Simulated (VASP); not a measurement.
Set up this calculation in VASP 6.6.1, as the native input.

```
Task                   : single point
Functional             : PBEsol
Potentials or basis    : VASP PAW PBE potentials, release 64 (In_d, Se)
Cutoff                 : 520 eV
k mesh                 : 6 × 6 × 6
Occupations            : fermi-dirac, width 0.05 eV
Spin                   : no spin polarisation
Dipole correction      : no
Further INCAR settings : ALGO = Normal; EDIFF = 1e-06; NBANDS = 30
```

The structure of In3Se lies in POSCAR:

```
In3Se
1.0
    4.4348539033      0.0000000000      0.0000000000
    0.0000000000      4.4348539033      0.0000000000
    0.0000000000      0.0000000000      4.4348539033
In Se
3 1
Direct
    0.5000000000      0.5000000000      0.0000000000
    0.5000000000      0.0000000000      0.5000000000
    0.0000000000      0.5000000000      0.5000000000
    0.0000000000      0.0000000000      0.0000000000
```

These files were run (other wordings do the same):

INCAR

```
PREC = Accurate
ENCUT = 520
EDIFF = 1E-6
ISMEAR = -1
SIGMA = 0.05
LREAL = False
LASPH = True
NELM = 80
ALGO = Normal
ISIF = 2
LWAVE = False
LCHARG = False
GGA = PS
NBANDS = 30
```

KPOINTS

```
regular mesh
0
Gamma
  6 6 6
```

Potentials or basis: VASP PAW PBE potentials, release 64 (In_d, Se).

The run is started by

```bash
$ cat potpaw_PBE.64/In_d/POTCAR potpaw_PBE.64/Se/POTCAR > POTCAR
$ mpirun -np 1 vasp_std > vasp.out
```

Results of the run:

```json
{
  "Pressure": "10.0 GPa",
  "Band gap on the k mesh": "zero (an odd number of electrons rules out a gap without spin polarisation)"
}
```

Caveat: the cell stands under pressure; the PAW data sets were made with another functional, which shifts forces and pressure a little; spin-orbit coupling is left out, which moves the levels of the heavy elements.

Run time: 33 s on 1 thread of Intel(R) Xeon(R) Platinum 8488C (Sapphire Rapids), with other jobs on the host, peak memory 0.21 GiB.
